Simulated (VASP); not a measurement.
Set up this calculation in VASP 6.6.1, as the native input.

```yaml
Task: single point
Functional: PBE
Potentials_or_basis: VASP PAW PBE potentials, release 64 (As, Cu, Mn_pv)
Cutoff: 520 eV
k_mesh: 7 × 7 × 4
Occupations: fermi-dirac, width 0.05 eV
Spin: collinear spin, ferromagnetic start
Starting_moments: "[0.0, 0.0, 0.6, 0.6, 4.0, 4.0] μB"
Dipole_correction: no
Further_INCAR_settings: ALGO = Normal; EDIFF = 1e-07; NBANDS = 42
```

The structure of MnCuAs lies in POSCAR:

```
MnCuAs
1.0
    3.6994910000      0.0000000000      0.0000000000
    0.0000000000      3.6994910000      0.0000000000
    0.0000000000      0.0000000000      6.4084220000
As Cu Mn
2 2 2
Direct
    0.5000000000      0.0000000000      0.2237540000
    0.0000000000      0.5000000000      0.7762460000
    0.5000000000      0.5000000000      0.5000000000
    0.0000000000      0.0000000000      0.5000000000
    0.5000000000      0.0000000000      0.8359800000
    0.0000000000      0.5000000000      0.1640200000
```

One way to write it, as run:

INCAR

```
ALGO = Normal ; EDIFF = 1E-7
ENCUT = 520 ; GGA = PE
ISIF = 2 ; ISMEAR = -1
ISPIN = 2 ; LASPH = T
LCHARG = F ; LMAXMIX = 4
LORBIT = 11 ; LREAL = F
LWAVE = F ; MAGMOM = 0 0 0.6 0.6 4 4
NBANDS = 42 ; NELM = 150
PREC = Accurate ; SIGMA = 0.05
```

KPOINTS

```
k-points
0
Gamma
  7 7 4
```

Potentials or basis: VASP PAW PBE potentials, release 64 (As, Cu, Mn_pv).

Run with:

```sh
$ cat potpaw_PBE.64/As/POTCAR potpaw_PBE.64/Cu/POTCAR potpaw_PBE.64/Mn_pv/POTCAR > POTCAR
$ mpirun -np 1 vasp_std > vasp.out
```

It gave:

```json
{"Pressure": "0.2 GPa", "Largest force": "0.066 eV/Å", "Net moment": "7.15 μB per cell", "Site moments": "As -0.04; Cu +0.03; Mn +3.47 μB", "Valence electrons inside the program's atomic spheres": "As 2.81; Cu 10.00; Mn 11.52"}
```

Caveat: the run started ferromagnetic, and an antiferromagnetic order may lie lower in energy.

Run time: 4 min on 1 thread of AMD EPYC 7R13 Processor (Zen 3), with other jobs on the host, peak memory 0.29 GiB.
